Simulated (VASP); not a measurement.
# KF (R-3m) in VASP: a series of runs

KF is run at these levels: PBE; tasks: single point.

Everything below comes from runs of VASP 6.6.1. Logs are shortened: lines on timing, memory, paths and dates and some standing lists are left out, and cuts for length are marked.

## Step 1: The cell of the first run

Symmetry: R-3m, No. 166, trigonal system. The conventional cell has a = 3.712 Å, b = 3.712 Å, c = 9.694 Å, α = 90.00°, β = 90.00°, γ = 120.00°. Within 3.5 Å of K (site symmetry -3m) lie 6 F at 2.68 Å. F (site symmetry -3m) has 6 K at 2.68 Å within 3.5 Å.

## Step 2: Single point, PBE (19.28 Å³/atom)

Input file INCAR:

```
ALGO     = Normal         # electronic algorithm
EDIFF    = 1E-6           # SCF threshold, eV
ENCUT    = 520            # plane-wave cutoff, eV
GGA      = PE             # functional
ISIF     = 2              # what is computed and relaxed
ISMEAR   = 0              # smearing method
LASPH    = True           # aspherical terms in the spheres
LCHARG   = False          # write CHGCAR
LREAL    = False          # projectors in reciprocal space
LWAVE    = False          # write WAVECAR
NBANDS   = 15             # bands
NELM     = 60             # most SCF steps
PREC     = Accurate       # precision mode
SIGMA    = 0.05           # smearing width, eV
```

Input file KPOINTS:

```
k-points
0
Gamma
  8 8 8
```

Input file POSCAR:

```
KF
1.0
    0.1158333598      2.7404563160      2.7404563160
    2.7404563160      0.1158333598      2.7404563160
    2.7404563160      2.7404563160      0.1158333598
K F
1 1
Direct
    0.0000000000      0.0000000000      0.0000000000
    0.5000000000      0.5000000000      0.5000000000
```

Potentials or basis: VASP PAW PBE potentials, release 64 (K_sv, F).

Launch:

```bash
$ cat potpaw_PBE.64/K_sv/POTCAR potpaw_PBE.64/F/POTCAR > POTCAR
$ mpirun -np 1 vasp_std > vasp.out
```

OUTCAR:

```text
EDIFF = 1E-6
   ENCUT = 520
   GGA = PE
   ISIF = 2
   ISMEAR = 0
   LASPH = True
   LREAL = False
   NELM = 60
   PREC = Accurate

 ion  position               nearest neighbor table
   1  0.000  0.000  0.000-   2 2.68   2 2.68   2 2.68   2 2.68   2 2.68   2 2.68
   2  0.500  0.500  0.500-   1 2.68   1 2.68   1 2.68   1 2.68   1 2.68   1 2.68

  LATTYP: Found a trigonal (rhomboedric) cell.
 ALAT       =     3.8773211122
 COS(alpha) =     0.5417839404

  Lattice vectors:

 A1 = (   0.1158333598,   2.7404563160,   2.7404563160)
 A2 = (   2.7404563160,   0.1158333598,   2.7404563160)
 A3 = (   2.7404563160,   2.7404563160,   0.1158333598)

Analysis of symmetry for initial positions (statically):
=====================================================================
 Subroutine PRICEL returns:
 Original cell was already a primitive cell.

 Routine SETGRP: Setting up the symmetry group for a
 trigonal (rhombohedral) supercell.

 Subroutine GETGRP returns: Found 12 space group operations
 (whereof 12 operations were pure point group operations)
 out of a pool of 12 trial point group operations.

The static configuration has the point symmetry D_3d.

Analysis of symmetry for dynamics (positions and initial velocities):
=====================================================================
 Subroutine PRICEL returns:
 Original cell was already a primitive cell.

 Routine SETGRP: Setting up the symmetry group for a
 trigonal (rhombohedral) supercell.

 Subroutine GETGRP returns: Found 12 space group operations
 (whereof 12 operations were pure point group operations)
 out of a pool of 12 trial point group operations.

The dynamic configuration has the point symmetry D_3d.

 Subroutine INISYM returns: Found 12 space group operations
 (whereof 12 operations are pure point group operations),
 and found     1 'primitive' translations

----------------------------------------------------------------------------------------

                                     Primitive cell

  volume of cell :      38.5540

  direct lattice vectors                    reciprocal lattice vectors
     0.115833360  2.740456316  2.740456316    -0.194446321  0.186560786  0.186560786
     2.740456316  0.115833360  2.740456316     0.186560786 -0.194446321  0.186560786
     2.740456316  2.740456316  0.115833360     0.186560786  0.186560786 -0.194446321

  length of vectors
     3.877321112  3.877321112  3.877321112     0.327748723  0.327748723  0.327748723

  position of ions in fractional coordinates (direct lattice)
     0.000000000  0.000000000  0.000000000
     0.500000000  0.500000000  0.500000000

  ion indices of the primitive-cell ions
   primitive index   ion index
                 1           1
                 2           2

----------------------------------------------------------------------------------------

 KPOINTS: k-points

Automatic generation of k-mesh.
 Grid dimensions read from file:
 generate k-points for:    8    8    8

 Generating k-lattice:

  Cartesian coordinates                     Fractional coordinates (reciprocal lattice)
    -0.024305790  0.023320098  0.023320098     0.125000000  0.000000000 -0.000000000
     0.023320098 -0.024305790  0.023320098     0.000000000  0.125000000 -0.000000000
     0.023320098  0.023320098 -0.024305790     0.000000000  0.000000000  0.125000000

  Length of vectors
     0.040968590  0.040968590  0.040968590

  Shift w.r.t. Gamma in fractional coordinates (k-lattice)
     0.000000000  0.000000000  0.000000000

 Subroutine IBZKPT returns following result:
 ===========================================

 Found     65 irreducible k-points:

 Following reciprocal coordinates:
            Coordinates               Weight
  0.000000  0.000000  0.000000      1.000000
  0.125000  0.000000 -0.000000      6.000000
  0.250000  0.000000 -0.000000      6.000000
  0.375000 -0.000000 -0.000000      6.000000
  0.500000  0.000000 -0.000000      3.000000
  0.125000  0.125000  0.000000      6.000000
[... 16 lines left out ...]
  0.250000  0.125000  0.125000      6.000000
  0.375000  0.125000  0.125000      6.000000
 [... further k-points ...]
   k-points           NKPTS =     65   k-points in BZ     NKDIM =     65   number of bands    NBANDS=     15
   number of dos      NEDOS =    301   number of ions     NIONS =      2
   total plane-waves  NPLWV =  27000
   dimension x,y,z NGX =    30 NGY =   30 NGZ =   30
   dimension x,y,z NGXF=    60 NGYF=   60 NGZF=   60
   ions per type =               1   1
   NGX,Y,Z   is equivalent  to a cutoff of  12.86, 12.86, 12.86 a.u.
   NGXF,Y,Z  is equivalent  to a cutoff of  25.73, 25.73, 25.73 a.u.
 SYSTEM =  unknown system
   PREC   = accura    normal or accurate (medium, high low for compatibility)
   ISTART =      0    job   : 0-new  1-cont  2-samecut
   ICHARG =      2    charge: 1-file 2-atom 10-const
   ISPIN  =      1    spin polarized calculation?
   LNONCOLLINEAR =      F non collinear calculations
   LSORBIT =      F    spin-orbit coupling
   LASPH  =      T    aspherical Exc in radial PAW
   ENCUT  =  520.0 eV  38.22 Ry    6.18 a.u.   7.21  7.21  7.21*2*pi/ulx,y,z
   NELM   =     60;   NELMIN=  2; NELMDL= -5     # of ELM steps
   EDIFF  = 0.1E-05   stopping-criterion for ELM
   LREAL  =      F    real-space projection
   EDIFFG = 0.1E-04   stopping-criterion for IOM
   NSW    =      0    number of steps for IOM
   IBRION =     -1    ionic relax: 0-MD 1-quasi-New 2-CG
   NFREE  =      0    steps in history (QN), initial steepest desc. (CG)
   ISIF   =      2    stress and relaxation
   ISYM   =      2    0-nonsym 1-usesym 2-fastsym
   POTIM  = 0.5000    time-step for ionic-motion
   TEBEG  =    0.0;   TEEND  =   0.0 temperature during run
   PSTRESS=    0.0 pullay stress
   NELECT =      16.0000    total number of electrons
   NUPDOWN=      -1.0000    fix difference up-down
   EMIN   =  10.00;   EMAX   =-10.00  energy-range for DOS
   EFERMI =   0.00;   METHOD = LEGACY
   ISMEAR =     0;   SIGMA  =   0.05  broadening in eV -4-tet -1-fermi 0-gaus
   EFERMI_NEDOS =   21; number of points for ismear=-14 and -15
   IALGO  =     38    algorithm
   IMIX   =      4    mixing-type and parameters
     AMIX     =   0.40;   BMIX     =  1.00
     AMIX_MAG =   1.60;   BMIX_MAG =  1.00
  volume/ion in A,a.u.               =      19.28       130.09
  Fermi-wavevector in a.u.,A,eV,Ry     =   1.221120  2.307582 20.288110  1.491134
  Thomas-Fermi vector in A             =   2.356313
   LORBIT       =      0    0 simple, 1 ext, 2 COOP (PROOUT), +10 PAW based schemes
   GGA     = PE    functional components
   LHFCALC =     F    Hartree Fock is set to
   AEXX    =    0.0000 exact exchange contribution
   IVDW    =     0    specifies the selected vdW correction
   LEPSILON=     F    determine dielectric tensor
   LRPA    =     F    only Hartree local field effects (RPA)
 non-spin polarized calculation
 Gauss-broadening in eV      SIGMA  =   0.05
  energy-cutoff  :      520.00
  volume of cell :       38.55
 maximum number of plane-waves:      1060
 NGX is ok and might be reduce to    30
   NGX = 15   NGY = 15   NGZ = 15

 number of electron      16.0000006 magnetization

 Free energy of the ion-electron system (eV)
  ---------------------------------------------------
  ext. energy  EPLUGINS =         0.00000000
  ---------------------------------------------------
  free energy    TOTEN  =        -8.28423437 eV

  energy without entropy =       -8.28423437  energy(sigma->0) =       -8.28423437

 E-fermi :  -2.5805     XC(G=0):  -8.3593

 val. band max:       -2.7953450121   @ k =   0.0000   0.0000   0.0000
 cond. band min:       3.2704231560   @ k =   0.0000   0.0000   0.0000
 fundamental gap:      6.0657681681
 Fermi energy:        -2.5805496894

 k-point     1 :       0.0000    0.0000    0.0000
  band No.  band energies     occupation
      1     -29.0172      2.00000
      2     -21.4729      2.00000
      3     -12.2900      2.00000
      4     -12.2631      2.00000
      5     -12.2631      2.00000
      6      -2.8642      2.00000
      7      -2.7953      2.00000
      8      -2.7953      2.00000
      9       3.2704      0.00000
     10       7.4217      0.00000
     11       7.9985      0.00000
     12       7.9985      0.00000
     13       9.5042      0.00000
     14       9.5042      0.00000
     15      14.0316      0.00000

 k-point     2 :       0.1250    0.0000   -0.0000
  band No.  band energies     occupation
      1     -29.0033      2.00000
      2     -21.4838      2.00000
      3     -12.3119      2.00000
      4     -12.2901      2.00000
      5     -12.2723      2.00000
      6      -2.9507      2.00000
      7      -2.9079      2.00000
      8      -2.8458      2.00000
      9       3.7141      0.00000
     10       7.5525      0.00000
     11       7.7947      0.00000
     12       8.2359      0.00000
     13       9.6151      0.00000
     14       9.6335      0.00000
     15      14.8251      0.00000

 k-point     3 :       0.2500    0.0000   -0.0000
  band No.  band energies     occupation
      1     -28.9694      2.00000
      2     -21.5099      2.00000
      3     -12.4247      2.00000
      4     -12.2943      2.00000
      5     -12.2941      2.00000
      6      -3.2450      2.00000
      7      -3.0491      2.00000
      8      -2.9650      2.00000
      9       4.8206      0.00000
     10       7.2556      0.00000
     11       8.2287      0.00000
     12       8.8206      0.00000
     13       9.9855      0.00000
     14      10.0531      0.00000
     15      15.8704      0.00000
[... 343 lines left out ...]
 k-point    23 :       0.2500    0.1250    0.1250
  band No.  band energies     occupation
      1     -28.9875      2.00000
      2     -21.5020      2.00000
      3     -12.3390      2.00000
      4     -12.3305      2.00000
      5     -12.2646      2.00000
      6      -3.1624      2.00000
      7      -2.9375      2.00000
      8      -2.8625      2.00000
      9       4.2726      0.00000
     10       7.1457      0.00000
     11       8.3732      0.00000
     12       8.4134      0.00000
     13       9.8814      0.00000
     14       9.9006      0.00000
     15      15.4955      0.00000

 k-point    24 :       0.3750    0.1250    0.1250
  band No.  band energies     occupation
      1     -28.9540      2.00000
      2     -21.5233      2.00000
      3     -12.4611      2.00000
      4     -12.3513      2.00000
      5     -12.2870      2.00000
      6      -3.3674      2.00000
      7      -3.0497      2.00000
      8      -2.9883      2.00000
      9       5.3711      0.00000
     10       7.0533      0.00000
     11       8.6117      0.00000
     12       9.0279      0.00000
     13      10.2676      0.00000
     14      10.5318      0.00000
     15      15.0834      0.00000

 [... further k-points ...]
[... 5 lines left out ...]
  --------------------------------------------------------------------------------------
  -------------------------------------------------------------------------------------
  Total        0.2345893      0.2345893      0.2345893     -0.1545257     -0.1545257     -0.1545257
  in kB        9.7487577      9.7487577      9.7487577     -6.4215804     -6.4215804     -6.4215804
  external PRESSURE =       9.7487577 kB  Pullay stress =       0.0000000 kB

 VOLUME and BASIS-vectors are now :
 -----------------------------------------------------------------------------
  energy-cutoff  :      520.00
  volume of cell :       38.55
      direct lattice vectors                 reciprocal lattice vectors
     0.115833360  2.740456316  2.740456316    -0.194446321  0.186560786  0.186560786
     2.740456316  0.115833360  2.740456316     0.186560786 -0.194446321  0.186560786
     2.740456316  2.740456316  0.115833360     0.186560786  0.186560786 -0.194446321

 POSITION                                       TOTAL-FORCE (eV/Angst)
 -----------------------------------------------------------------------------------
      0.00000      0.00000      0.00000        -0.000000      0.000000     -0.000000
      2.79837      2.79837      2.79837         0.000000     -0.000000      0.000000
 -----------------------------------------------------------------------------------
    total drift:                                0.000000      0.000000      0.000000

  FREE ENERGIE OF THE ION-ELECTRON SYSTEM (eV)
  ---------------------------------------------------
  free  energy   TOTEN  =        -8.2842343719 eV

  energy  without entropy=       -8.2842343719  energy(sigma->0) =       -8.28423437
```

Run time: 63 s. Hardware: 1 thread of Intel Xeon 8259CL, shared host; peak memory 0.19 GiB.

Results:

```
Free energy            : -8.2842 eV
Pressure               : 1.0 GPa
Band gap on the k mesh : 6.07 eV
```

Stress tensor (GPa, compression positive):
```
 0.97 -0.64 -0.64
-0.64  0.97 -0.64
-0.64 -0.64  0.97
```

Levels at points of the mesh, in eV from the valence-band top:
```tsv
k point	band 6	band 7	band 8	band 9	band 10	band 11
(0.00, 0.00, 0.00)	-0.07	0.00	0.00	6.07	10.22	10.79
(0.50, 0.00, 0.00)	-0.81	-0.44	-0.33	9.02	10.55	11.73
(0.50, 0.50, 0.00)	-0.25	-0.11	-0.06	8.15	10.18	11.70
(0.50, 0.50, 0.50)	-0.81	-0.28	-0.28	8.80	10.32	11.89
```

A k mesh can miss the band edges. Expect the measured gap to be larger: semilocal functionals such as PBE lack the derivative discontinuity.

## Step 3: Single point, PBE (19.28 Å³/atom)

Input file INCAR:

```
  PREC = Accurate
  ENCUT = 520
  EDIFF = 1E-7
  ISMEAR = 0
  SIGMA = 0.05
  LREAL = False
  LASPH = True
  NELM = 80
  ALGO = Normal
  ISIF = 2
  LWAVE = False
  LCHARG = False
  GGA = PE
  NBANDS = 15
```

Input file KPOINTS:

```
Automatic mesh
0
Gamma
  8 8 8
```

Input file POSCAR:

```
KF
1.0
   -0.1134038968      2.6258206647      2.6258206647
    2.6258206647     -0.1134038968      2.6258206647
    2.6258206647      2.6258206647     -0.1134038968
K F
1 1
Direct
    0.0000000000      0.0000000000      0.0000000000
    0.5000000000      0.5000000000      0.5000000000
```

Potentials or basis: VASP PAW PBE potentials, release 64 (K_sv, F).

Launch:

```bash
$ cat potpaw_PBE.64/K_sv/POTCAR potpaw_PBE.64/F/POTCAR > POTCAR
$ mpirun -np 1 vasp_std > vasp.out
```

Run time: 58 s. Hardware: 1 thread of Intel Xeon 8259CL, shared host; peak memory 0.18 GiB.

Results (log left out):

```yaml
Free_energy: -8.2858 eV
Pressure: 1.0 GPa
Band_gap_on_the_k_mesh: 6.05 eV
```

Stress tensor (GPa, compression positive):
```
0.98 0.49 0.49
0.49 0.98 0.49
0.49 0.49 0.98
```

Levels at points of the mesh, in eV from the valence-band top:
```
           k point  band 4  band 5  band 6  band 7  band 8  band 9  band 10  band 11  band 12  band 13
(0.00, 0.00, 0.00)   -9.50   -9.47   -0.06   -0.06    0.00    6.05    10.37    10.37    11.05    12.28
(0.50, 0.00, 0.00)   -9.51   -9.51   -0.83   -0.40   -0.30    8.91    10.42    11.64    12.25    14.05
(0.50, 0.50, 0.00)   -9.72   -9.66   -0.27   -0.13   -0.07    8.14    10.17    11.69    13.44    14.01
(0.50, 0.50, 0.50)   -9.55   -9.55   -0.82   -0.45   -0.45    9.11    10.67    12.03    12.03    14.22
```

## Step 4: Single point, PBE (19.91 Å³/atom)

This run uses another cell than the first one, of 19.91 Å³/atom.

Input file INCAR:

```
SYSTEM = KF
PREC = Accurate
ENCUT = 520
EDIFF = 1E-7
ISMEAR = 0
SIGMA = 0.05
LREAL = .False.
LASPH = .True.
NELM = 60
ALGO = Normal
ISIF = 2
LWAVE = .False.
LCHARG = .False.
GGA = PE
NBANDS = 15
```

Input file KPOINTS:

```
regular mesh
0
Gamma
  8 8 8
  0 0 0
```

Input file POSCAR:

```
KF
1.0
   -0.1429071621      2.6409985935      2.6409985935
    2.6409985935     -0.1429071621      2.6409985935
    2.6409985935      2.6409985935     -0.1429071621
K F
1 1
Direct
    0.0000000000      0.0000000000      0.0000000000
    0.5000000000      0.5000000000      0.5000000000
```

Launch:

```bash
$ cat potpaw_PBE.64/K_sv/POTCAR potpaw_PBE.64/F/POTCAR > POTCAR
$ mpirun -np 1 vasp_std > vasp.out
```

Run time: 64 s. Hardware: 1 thread of Intel Xeon 8259CL, shared host; peak memory 0.18 GiB.

Results (log left out):

* Free energy: -8.2865 eV
* Pressure: -0.1 GPa
* Band gap on the k mesh: 5.87 eV

Stress tensor (GPa, compression positive):
```
-0.08  0.61  0.61
 0.61 -0.08  0.61
 0.61  0.61 -0.08
```

Levels at points of the mesh, in eV from the valence-band top:
```csv
k point,band 6,band 7,band 8,band 9,band 10,band 11
"(0.00, 0.00, 0.00)",-0.07,-0.07,0.00,5.87,10.20,10.20
"(0.50, 0.00, 0.00)",-0.80,-0.38,-0.27,8.74,10.15,11.40
"(0.50, 0.50, 0.00)",-0.29,-0.15,-0.08,8.09,9.96,11.42
"(0.50, 0.50, 0.50)",-0.79,-0.45,-0.45,8.99,10.46,11.86
```

A k mesh can miss the band edges. PBE gaps usually lie below the measured ones, often by a third to a half.

## Step 5: The runs side by side

| cell | gap on the mesh (eV) | pressure (GPa) |
| --- | --- | --- |
| a = 3.877 Å, angles 57.2°, 2 atoms | 6.07 | 1.0 |
| a = 3.715 Å, angles 62.8°, 2 atoms | 6.05 | 1.0 |
| a = 3.738 Å, angles 63.6°, 2 atoms | 5.87 | -0.1 |

Alike in all rows: task single point; level PBE; potentials or basis VASP PAW PBE potentials, release 64 (K_sv, F); no spin polarisation; k mesh 8 × 8 × 8; cutoff (eV) 520; smearing gaussian 0.05 eV.

Absolute energies hang on the potentials; compare differences alone.
